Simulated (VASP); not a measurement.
Here is a VASP 6.6.1 calculation.

POSCAR

```
InSb
1.0
    0.0000000000      3.2788113001      3.2788113001
    3.2788113001      0.0000000000      3.2788113001
    3.2788113001      3.2788113001      0.0000000000
In Sb
1 1
Direct
    0.0000000000      0.0000000000      0.0000000000
    0.7500000000      0.7500000000      0.7500000000
```

Contents of INCAR.step1:

```
PREC = Accurate
ENCUT = 520
ISMEAR = 0
SIGMA = 0.1
LREAL = F
LASPH = T
NELM = 100
NBANDS = 16
GGA = PE
ALGO = Normal
EDIFF = 1E-4
LWAVE = T
LCHARG = F
```

INCAR.step2

```
PREC = Accurate
ENCUT = 520
EDIFF = 1E-7
ISMEAR = 0
SIGMA = 0.1
LREAL = F
LASPH = T
NELM = 100
ALGO = Normal
ISIF = 2
LWAVE = F
LCHARG = T
METAGGA = R2SCAN
LMIXTAU = T
LELF = T
LVHAR = T
NBANDS = 16
ISTART = 1
```

Contents of KPOINTS:

```
Automatic mesh
0
Gamma
  12 12 12
```

Potentials or basis: VASP PAW PBE potentials, release 64 (In_d, Sb).

The run is started by

```bash
$ cat potpaw_PBE.64/In_d/POTCAR potpaw_PBE.64/Sb/POTCAR > POTCAR
$ cp INCAR.step1 INCAR
$ mpirun -np 1 vasp_std > vasp.out
$ cp INCAR.step2 INCAR
$ mpirun -np 1 vasp_std > vasp.out
```

(1) Predict the pressure.

Answers

(1) 0.0 GPa.

Caveat: the PAW data sets were made with another functional, which shifts forces and pressure a little.
